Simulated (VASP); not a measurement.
# Co (Pm-3m) in VASP: notebook, part 2 of 2

VASP 6.6.1.

**3. Relaxation of cell and atoms, LDA, collinear spin, ferromagnetic start, target pressure 4.5 GPa, at which the enthalpy is minimised**

This run uses another cell than the first one, of 11.23 Å³/atom.

Input file INCAR:

```
ALGO = Normal
EDIFF = 1E-6
EDIFFG = -0.005
ENCUT = 600
GGA = CA
IBRION = 2
ISIF = 3
ISMEAR = -1
ISPIN = 2
LASPH = True
LCHARG = False
LMAXMIX = 4
LORBIT = 11
LREAL = False
LWAVE = False
MAGMOM = 1.7
NELM = 150
NSW = 32
PREC = Accurate
PSTRESS = 45.0
SIGMA = 0.08
```

Input file KPOINTS:

```
k-points
0
Gamma
  17 17 17
```

Input file POSCAR:

```
Co
1.0
    2.2395248614      0.0000000000      0.0000000000
    0.0000000000      2.2395248614      0.0000000000
    0.0000000000      0.0000000000      2.2395248614
Co
1
Direct
    0.0000000000      0.0000000000      0.0000000000
```

Potentials or basis: VASP PAW LDA potentials, release 64 (Co).

On the command line:

```
> cat potpaw_LDA.64/Co/POTCAR > POTCAR
> mpirun -np 1 vasp_std > vasp.out
```

OUTCAR:

```text
EDIFF = 1E-6
   EDIFFG = -0.005
   ENCUT = 600
   GGA = CA
   IBRION = 2
   ISIF = 3
   ISMEAR = -1
   ISPIN = 2
   LASPH = True
   LORBIT = 11
   LREAL = False
   NELM = 150
   NSW = 32
   PREC = Accurate
   PSTRESS = 45.0

 ion  position               nearest neighbor table
   1  0.000  0.000  0.000-

  LATTYP: Found a simple cubic cell.
 ALAT       =     2.2395248614

  Lattice vectors:

 A1 = (   2.2395248614,   0.0000000000,   0.0000000000)
 A2 = (   0.0000000000,   2.2395248614,   0.0000000000)
 A3 = (   0.0000000000,   0.0000000000,   2.2395248614)

Analysis of symmetry for initial positions (statically):
=====================================================================
 Subroutine PRICEL returns:
 Original cell was already a primitive cell.

 Routine SETGRP: Setting up the symmetry group for a
 simple cubic supercell.

 Subroutine GETGRP returns: Found 48 space group operations
 (whereof 48 operations were pure point group operations)
 out of a pool of 48 trial point group operations.

The static configuration has the point symmetry O_h .

Analysis of symmetry for dynamics (positions and initial velocities):
=====================================================================
 Subroutine PRICEL returns:
 Original cell was already a primitive cell.

 Routine SETGRP: Setting up the symmetry group for a
 simple cubic supercell.

 Subroutine GETGRP returns: Found 48 space group operations
[... 174 lines left out ...]
  external PRESSURE =     -17.3605596 kB  Pullay stress =      45.0000000 kB
[... 61 lines left out ...]
--------------------------------------- Ionic step        3  -------------------------------------------

 number of electron       8.9999990 magnetization       1.4417416

 Free energy of the ion-electron system (eV)
  ---------------------------------------------------
  ext. energy  EPLUGINS =         0.00000000
  ---------------------------------------------------
  free energy    TOTEN  =        -7.27536874 eV

  energy without entropy =       -7.24444620  energy(sigma->0) =       -7.25990747

 E-fermi :   9.7945     XC(G=0): -13.4742

 val. band max:        9.7944970272   @ k =   0.4118   0.3529   0.0000
 cond. band min:       9.8015526797   @ k =   0.3529   0.1765   0.0000
 fundamental gap:      0.0070556525
 Fermi energy:         9.7945042858

 spin component 1

 k-point     1 :       0.0000    0.0000    0.0000
  band No.  band energies     occupation
      1       0.9057      1.00000
      2       5.1744      1.00000
      3       5.1744      1.00000
      4       9.3888      0.99376
      5       9.3888      0.99376
      6       9.3888      0.99376
      7      30.5109      0.00000
      8      30.5109      0.00000
      9      30.5109      0.00000
[... 265 lines left out ...]
 k-point    24 :       0.4706    0.1176    0.0000
  band No.  band energies     occupation
      1       5.4197      1.00000
      2       6.0264      1.00000
      3       6.6807      1.00000
      4       8.0210      1.00000
      5       9.3383      0.99667
      6       9.7155      0.72860
      7      14.6759      0.00000
      8      32.1775      0.00000
      9      35.3129      0.00000

 [... further k-points ...]

 spin component 2

 k-point     1 :       0.0000    0.0000    0.0000
  band No.  band energies     occupation
      1       1.1485      1.00000
      2       6.1788      1.00000
      3       6.1788      1.00000
      4      10.9851      0.00000
      5      10.9851      0.00000
      6      10.9851      0.00000
      7      30.8470      0.00000
      8      30.8470      0.00000
      9      30.8470      0.00000
[... 308 lines left out ...]
  energy  without entropy=       -7.2444461974  energy(sigma->0) =       -7.25990747

  enthalpy is  TOTEN    =        -6.9624766035 eV   P V=        0.3128921368

 reached required accuracy - stopping structural energy minimisation

 total charge

# of ion       s       p       d       tot
------------------------------------------
    1        0.542   0.485   7.402   8.429

 magnetization (x)

# of ion       s       p       d       tot
------------------------------------------
    1        0.006   0.003   1.421   1.430
```

OSZICAR:

```text
N       E                     dE             d eps       ncg     rms          rms(c)
DAV:   1     0.233406977168E+02    0.23341E+02   -0.46224E+03  5964   0.133E+03
DAV:   2    -0.757068329838E+01   -0.30911E+02   -0.29888E+02  5999   0.161E+02
[... 23 lines left out ...]
DAV:   2    -0.727743584284E+01    0.75644E-02   -0.10837E-01  6290   0.510E+00    0.456E-01
DAV:   3    -0.727563535364E+01    0.18005E-02   -0.11792E-02  6299   0.181E+00    0.217E-01
DAV:   4    -0.727548643532E+01    0.14892E-03   -0.43114E-05  6412   0.813E-02    0.722E-02
DAV:   5    -0.727536735628E+01    0.11908E-03   -0.13474E-04  8169   0.870E-02    0.129E-02
DAV:   6    -0.727536848941E+01   -0.11331E-05   -0.21902E-06  4270   0.195E-02    0.586E-03
DAV:   7    -0.727536874033E+01   -0.25093E-06   -0.41464E-07  3026   0.111E-02
   3 F= -.69624766E+01 E0= -.69470153E+01  d E =-.504443E-03  mag=     1.4417
```

CONTCAR:

```text
Co
   1.00000000000000
     2.2333883132884598    0.0000000000000000    0.0000000000000000
     0.0000000000000000    2.2333883132884598   -0.0000000000000000
    -0.0000000000000000    0.0000000000000000    2.2333883132884598
  Co
     1
Direct
     0.0000000000000000    0.0000000000000000    0.0000000000000000

  0.00000000E+00  0.00000000E+00  0.00000000E+00
```

Wall time 52 s (1 thread of Intel Xeon Platinum 8488C (Sapphire Rapids), shared host); peak memory 0.15 GiB.

What came out:

```yaml
Free_energy: -7.2754 eV
Relaxed_volume: 11.14 Å³/atom
Relaxed_cell: a = 2.233 Å, b = 2.233 Å, c = 2.233 Å, α = 90.00°, β = 90.00°, γ = 90.00°
Space_group_after_relaxing_to_0.1_Å: Pm-3m (No. 221)
Energy_change_on_relaxing_the_run_minimises_the_enthalpy: +2.1 meV/atom
Ionic_steps: 3
Pressure_after_relaxing: 4.5 GPa
Net_moment: 1.44 μB per cell
Site_moments: Co +1.43 μB
Valence_electrons_inside_the_program's_atomic_spheres: Co 8.43
```

The path:
| step | energy change (eV) | largest force (eV/Å) | pressure (GPa) | volume (Å³) |
| --- | --- | --- | --- | --- |
| 1 | 0.0000 | 0.0000 | 2.76 | 11.23 |
| 2 | 0.0057 | 0.0000 | 6.61 | 11.04 |
| 3 | 0.0021 | 0.0000 | 4.52 | 11.14 |

Final structure:
```
CELL_PARAMETERS angstrom
2.23339 0.00000 0.00000
0.00000 2.23339 0.00000
0.00000 0.00000 2.23339
ATOMIC_POSITIONS crystal
Co 0.00000 0.00000 0.00000
```

Levels at points of the mesh, in eV from the Fermi level:
Spin up:
```tsv
k point	band 1	band 2	band 3	band 4	band 5	band 6	band 7	band 8	band 9
(0.00, 0.00, 0.00)	-8.89	-4.62	-4.62	-0.41	-0.41	-0.41	20.72	20.72	20.72
```
Spin down:
| k point | band 1 | band 2 | band 3 | band 4 | band 5 | band 6 | band 7 | band 8 |
| --- | --- | --- | --- | --- | --- | --- | --- | --- |
| (0.00, 0.00, 0.00) | -8.65 | -3.62 | -3.62 | 1.19 | 1.19 | 1.19 | 21.05 | 21.05 |

Caveat: the cell is relaxed towards a set pressure, so the run minimises the enthalpy, not the energy.
